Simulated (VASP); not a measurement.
# Hf2TiN3 (P6_3/mmc) in VASP: notebook

The runs below take Hf2TiN3 through single point, with PBE.

Program: VASP 6.6.1. These are calculated values, not measurements. Logs are shortened: lines on timing, memory, paths and dates and some standing lists are left out, and cuts for length are marked.

### 1 The cell of the first run

The structure is hexagonal, space group P6_3/mmc (No. 194). The conventional cell has a = 3.095 Å, b = 3.095 Å, c = 16.050 Å, α = 90.00°, β = 90.00°, γ = 120.00°. Hf (site symmetry 3m) has 6 N at 2.25 to 2.26 Å within 3.0 Å. Ti (site symmetry -6m2) has 6 N at 2.19 Å within 2.9 Å. N (site symmetry 3m) has 3 Ti at 2.19 Å and 3 Hf at 2.25 Å and 2 N at 2.54 to 2.74 Å within 2.9 Å. N (site symmetry -3m) has 6 Hf at 2.26 Å and 2 N at 2.74 Å within 3.0 Å.

### 2 Single point, PBE

Contents of INCAR:

```
SYSTEM = Hf2TiN3
PREC = Accurate
ENCUT = 520
EDIFF = 1E-6
ISMEAR = 0
SIGMA = 0.2
LREAL = .FALSE.
LASPH = .TRUE.
NELM = 80
ALGO = Normal
ISIF = 2
LWAVE = .FALSE.
LCHARG = .FALSE.
GGA = PE
NBANDS = 59
```

Contents of KPOINTS:

```
regular mesh
0
G
  12 12 2
  0 0 0
```

Contents of POSCAR:

```
Hf2TiN3
1.0
    3.0953762942      0.0000000289      0.0000000000
   -1.5476881721      2.6806744906      0.0000000000
    0.0000000000      0.0000000000     16.0501979000
Hf Ti N
4 2 6
Direct
    0.6666666667      0.3333333333      0.0860730000
    0.6666666667      0.3333333333      0.4139270000
    0.3333333333      0.6666666667      0.9139270000
    0.3333333333      0.6666666667      0.5860730000
    0.6666666667      0.3333333333      0.7500000000
    0.3333333333      0.6666666667      0.2500000000
    0.0000000000      0.0000000000      0.8292410000
    0.0000000000      0.0000000000      0.1707590000
    0.0000000000      0.0000000000      0.5000000000
    0.0000000000      0.0000000000      0.0000000000
    0.0000000000      0.0000000000      0.3292410000
    0.0000000000      0.0000000000      0.6707590000
```

Potentials or basis: VASP PAW PBE potentials, release 64 (Hf_pv, Ti_sv, N).

On the command line:

```bash
cat potpaw_PBE.64/Hf_pv/POTCAR potpaw_PBE.64/Ti_sv/POTCAR potpaw_PBE.64/N/POTCAR > POTCAR
mpirun -np 1 vasp_std > vasp.out
```

OUTCAR:

```text
SYSTEM = Hf2TiN3
   PREC = Accurate
   ENCUT = 520
   EDIFF = 1E-6
   ISMEAR = 0
   LREAL = .FALSE.
   LASPH = .TRUE.
   NELM = 80
   ISIF = 2
   GGA = PE

 ion  position               nearest neighbor table
   1  0.667  0.333  0.086-   8 2.25   8 2.25   8 2.25  10 2.26  10 2.26  10 2.26   6 3.18   6 3.18
                             6 3.18   3 3.29   3 3.29   3 3.29
   2  0.667  0.333  0.414-  11 2.25  11 2.25  11 2.25   9 2.26   9 2.26   9 2.26   6 3.18   6 3.18
                             6 3.18   4 3.29   4 3.29   4 3.29
   3  0.333  0.667  0.914-   7 2.25   7 2.25   7 2.25  10 2.26  10 2.26  10 2.26   5 3.18   5 3.18
                             5 3.18   1 3.29   1 3.29   1 3.29
   4  0.333  0.667  0.586-  12 2.25  12 2.25  12 2.25   9 2.26   9 2.26   9 2.26   5 3.18   5 3.18
                             5 3.18   2 3.29   2 3.29   2 3.29
   5  0.667  0.333  0.750-   7 2.19  12 2.19   7 2.19  12 2.19   7 2.19  12 2.19   3 3.18   4 3.18
                             3 3.18   4 3.18   3 3.18   4 3.18
   6  0.333  0.667  0.250-   8 2.19  11 2.19   8 2.19  11 2.19   8 2.19  11 2.19   1 3.18   2 3.18
                             1 3.18   2 3.18   1 3.18   2 3.18
   7  0.000  0.000  0.829-   5 2.19   5 2.19   5 2.19   3 2.25   3 2.25   3 2.25
   8  0.000  0.000  0.171-   6 2.19   6 2.19   6 2.19   1 2.25   1 2.25   1 2.25
   9  0.000  0.000  0.500-   2 2.26   4 2.26   4 2.26   2 2.26   2 2.26   4 2.26
  10  0.000  0.000  0.000-   1 2.26   3 2.26   3 2.26   1 2.26   1 2.26   3 2.26
  11  0.000  0.000  0.329-   6 2.19   6 2.19   6 2.19   2 2.25   2 2.25   2 2.25
  12  0.000  0.000  0.671-   5 2.19   5 2.19   5 2.19   4 2.25   4 2.25   4 2.25

  LATTYP: Found a hexagonal cell.
 ALAT       =     3.0953762942
 C/A-ratio  =     5.1852170381

  Lattice vectors:

 A1 = (   3.0953762942,   0.0000000289,   0.0000000000)
 A2 = (  -1.5476881721,   2.6806744906,   0.0000000000)
 A3 = (   0.0000000000,   0.0000000000,  16.0501979000)

Analysis of symmetry for initial positions (statically):
=====================================================================
 Subroutine PRICEL returns:
 Original cell was already a primitive cell.

 Routine SETGRP: Setting up the symmetry group for a
 hexagonal supercell.

 Subroutine GETGRP returns: Found 24 space group operations
 (whereof 12 operations were pure point group operations)
 out of a pool of 24 trial point group operations.

The static configuration has the point symmetry D_3d.
 The point group associated with its full space group is D_6h.

Analysis of symmetry for dynamics (positions and initial velocities):
=====================================================================
 Subroutine PRICEL returns:
 Original cell was already a primitive cell.

[... 144 lines left out ...]
   EFERMI_NEDOS =   21; number of points for ismear=-14 and -15
   IALGO  =     38    algorithm
   IMIX   =      4    mixing-type and parameters
     AMIX     =   0.40;   BMIX     =  1.00
     AMIX_MAG =   1.60;   BMIX_MAG =  1.00
  volume/ion in A,a.u.               =      11.10        74.90
  Fermi-wavevector in a.u.,A,eV,Ry     =   1.457599  2.754463 28.906878  2.124596
  Thomas-Fermi vector in A             =   2.574382
   LORBIT       =      0    0 simple, 1 ext, 2 COOP (PROOUT), +10 PAW based schemes
   GGA     = PE    functional components
   LHFCALC =     F    Hartree Fock is set to
   AEXX    =    0.0000 exact exchange contribution
   IVDW    =     0    specifies the selected vdW correction
   LEPSILON=     F    determine dielectric tensor
   LRPA    =     F    only Hartree local field effects (RPA)
 non-spin polarized calculation
 Gauss-broadening in eV      SIGMA  =   0.20
  energy-cutoff  :      520.00
  volume of cell :      133.18
 maximum number of plane-waves:      3620
 NGX is ok and might be reduce to    24
   NGX = 11   NGY = 11   NGZ = 59

 number of electron      93.9999981 magnetization

 Free energy of the ion-electron system (eV)
  ---------------------------------------------------
  ext. energy  EPLUGINS =         0.00000000
  ---------------------------------------------------
  free energy    TOTEN  =      -125.28484922 eV

  energy without entropy =     -125.21214589  energy(sigma->0) =     -125.24849755

 E-fermi :   8.5462     XC(G=0): -12.7058

 val. band max:        8.5023018006   @ k =   0.3333   0.2500   0.0000
 cond. band min:       8.5697419111   @ k =   0.1667   0.0833   0.5000
 fundamental gap:      0.0674401105
 Fermi energy:         8.5462467018

 k-point     1 :       0.0000    0.0000    0.0000
  band No.  band energies     occupation
      1     -49.1799      2.00000
      2     -49.1799      2.00000
      3     -25.5496      2.00000
      4     -25.5484      2.00000
      5     -25.2459      2.00000
      6     -25.2459      2.00000
[... 1477 lines left out ...]
     58      11.2036      0.00000
     59      12.6683      0.00000

 [... further k-points ...]

------------------------ aborting loop because EDIFF is reached ----------------------------------------

  FORCE on cell =-STRESS in cart. coord.  units (eV):
  Direction    XX          YY          ZZ          XY          YZ          ZX
  --------------------------------------------------------------------------------------
  -------------------------------------------------------------------------------------
  Total       -1.1865743     -1.1865743     -1.2469475     -0.0000000      0.0000000     -0.0000000
  in kB      -14.2747195    -14.2747195    -15.0010212     -0.0000000      0.0000000     -0.0000000
  external PRESSURE =     -14.5168200 kB  Pullay stress =       0.0000000 kB

 VOLUME and BASIS-vectors are now :
 -----------------------------------------------------------------------------
  energy-cutoff  :      520.00
  volume of cell :      133.18
      direct lattice vectors                 reciprocal lattice vectors
     3.095376294  0.000000029  0.000000000     0.323062497  0.186520224  0.000000000
    -1.547688172  2.680674491  0.000000000    -0.000000003  0.373040441  0.000000000
     0.000000000  0.000000000 16.050197900     0.000000000  0.000000000  0.062304528

 POSITION                                       TOTAL-FORCE (eV/Angst)
 -----------------------------------------------------------------------------------
      1.54769      0.89356      1.38149        -0.000000      0.000000     -0.011872
      1.54769      0.89356      6.64361        -0.000000      0.000000      0.011872
     -0.00000      1.78712     14.66871         0.000000     -0.000000      0.011872
     -0.00000      1.78712      9.40659         0.000000      0.000000     -0.011872
      1.54769      0.89356     12.03765        -0.000000     -0.000000      0.000000
     -0.00000      1.78712      4.01255        -0.000000      0.000000      0.000000
      0.00000      0.00000     13.30948        -0.000000      0.000000      0.117114
      0.00000      0.00000      2.74072         0.000000     -0.000000     -0.117114
      0.00000      0.00000      8.02510         0.000000      0.000000      0.000000
      0.00000      0.00000      0.00000         0.000000      0.000000      0.000000
      0.00000      0.00000      5.28438         0.000000     -0.000000      0.117114
      0.00000      0.00000     10.76581        -0.000000      0.000000     -0.117114
 -----------------------------------------------------------------------------------
    total drift:                                0.000000     -0.000000      0.000000

  FREE ENERGIE OF THE ION-ELECTRON SYSTEM (eV)
  ---------------------------------------------------
  free  energy   TOTEN  =      -125.2848492193 eV

  energy  without entropy=     -125.2121458902  energy(sigma->0) =     -125.24849755
```

OSZICAR:

```text
N       E                     dE             d eps       ncg     rms          rms(c)
DAV:   1     0.940489963250E+03    0.94049E+03   -0.48351E+04  4484   0.174E+03
[... 15 lines left out ...]
DAV:  17    -0.125285172245E+03    0.32673E-03   -0.79653E-04  5973   0.137E-01    0.259E-01
DAV:  18    -0.125285089454E+03    0.82792E-04   -0.31308E-03  6408   0.318E-01    0.127E-01
DAV:  19    -0.125284902382E+03    0.18707E-03   -0.15122E-03  6261   0.228E-01    0.849E-02
DAV:  20    -0.125284854320E+03    0.48063E-04   -0.10230E-04  5928   0.546E-02    0.232E-02
DAV:  21    -0.125284858977E+03   -0.46573E-05   -0.10493E-05  5440   0.149E-02    0.304E-02
DAV:  22    -0.125284849721E+03    0.92563E-05   -0.16212E-05  5453   0.237E-02    0.102E-02
DAV:  23    -0.125284849219E+03    0.50136E-06   -0.30930E-06  4384   0.904E-03
   1 F= -.12528485E+03 E0= -.12524850E+03  d E =-.727033E-01
```

stdout:

```text
POSCAR found type information on POSCAR HfTiN
 POSCAR found :  3 types and      12 ions
 scaLAPACK will be used
 LDA part: xc-table for (Slater+PW92), standard interpolation
 POSCAR, INCAR and KPOINTS ok, starting setup
 FFT: planning ... GRIDC
 FFT: planning ... GRID_SOFT
 FFT: planning ... GRID
 WAVECAR not read
 entering main loop
```

It took 3.9 min on 1 thread of Intel Xeon 6975P-C (Granite Rapids), shared host; peak memory 0.4 GiB.

What came out:

| Property | Result |
| --- | --- |
| Free energy | -125.2848 eV |
| Pressure | -1.5 GPa |
| Largest force | 0.117 eV/Å |
| Band gap on the k mesh | zero (band 47 reaches 9.29 eV, above the bottom of band 48 at 8.23 eV) |

Forces on the atoms (eV/Å):
```
Hf   0.000  0.000 -0.012
Hf   0.000  0.000  0.012
Hf   0.000  0.000  0.012
Hf   0.000  0.000 -0.012
Ti   0.000  0.000  0.000
Ti   0.000  0.000  0.000
N    0.000  0.000  0.117
N    0.000  0.000 -0.117
N    0.000  0.000  0.000
N    0.000  0.000  0.000
N    0.000  0.000  0.117
N    0.000  0.000 -0.117
```

Caveat: spin-orbit coupling is left out, which moves the levels of the heavy elements.

### 3 Single point, PBE

Contents of INCAR:

```
PREC = Accurate ; ENCUT = 520
EDIFF = 1E-6 ; ISMEAR = 0
SIGMA = 0.1 ; LREAL = F
LASPH = T ; NELM = 100
ALGO = Normal ; ISIF = 2
LWAVE = F ; LCHARG = F
GGA = PE ; NBANDS = 59
```

Contents of KPOINTS:

```
Automatic mesh
0
Gamma
  12 12 4
```

POSCAR is that of step 2.

Potentials or basis: VASP PAW PBE potentials, release 64 (Hf_pv, Ti_sv, N).

On the command line:

```bash
cat potpaw_PBE.64/Hf_pv/POTCAR potpaw_PBE.64/Ti_sv/POTCAR potpaw_PBE.64/N/POTCAR > POTCAR
mpirun -np 1 vasp_std > vasp.out
```

Wall time 6.8 min (1 thread of Intel Xeon 6975P-C (Granite Rapids), shared host); peak memory 0.48 GiB.

Results (log left out):

```yaml
Free_energy: -125.2511 eV
Pressure: -1.5 GPa
Largest_force: 0.126 eV/Å
Band_gap_on_the_k_mesh: zero (band 47 reaches 9.29 eV, above the bottom of band 48 at 8.23 eV)
```

Forces in eV/Å, atoms in the order of the input:
```
Hf   0.000  0.000 -0.008
Hf   0.000  0.000  0.008
Hf   0.000  0.000  0.008
Hf   0.000  0.000 -0.008
Ti   0.000  0.000  0.000
Ti   0.000  0.000  0.000
N    0.000  0.000  0.126
N    0.000  0.000 -0.126
N    0.000  0.000  0.000
N    0.000  0.000  0.000
N    0.000  0.000  0.126
N    0.000  0.000 -0.126
```

Levels at points of the mesh, in eV from the Fermi level:
```tsv
k point	band 44	band 45	band 46	band 47	band 48	band 49	band 50	band 51
(0.00, 0.00, 0.00)	-1.39	-0.62	0.44	0.44	0.62	1.01	1.01	1.15
(0.50, 0.00, 0.00)	-2.52	-2.15	-1.12	-0.69	0.46	0.86	2.01	2.06
(0.00, 0.00, 0.50)	-2.53	0.15	0.15	0.70	0.70	0.70	0.70	1.17
(0.50, 0.00, 0.50)	-3.22	-1.61	-1.61	-0.14	-0.14	1.47	1.47	2.03
```

Caveat: spin-orbit coupling is left out, which moves the levels of the heavy elements.
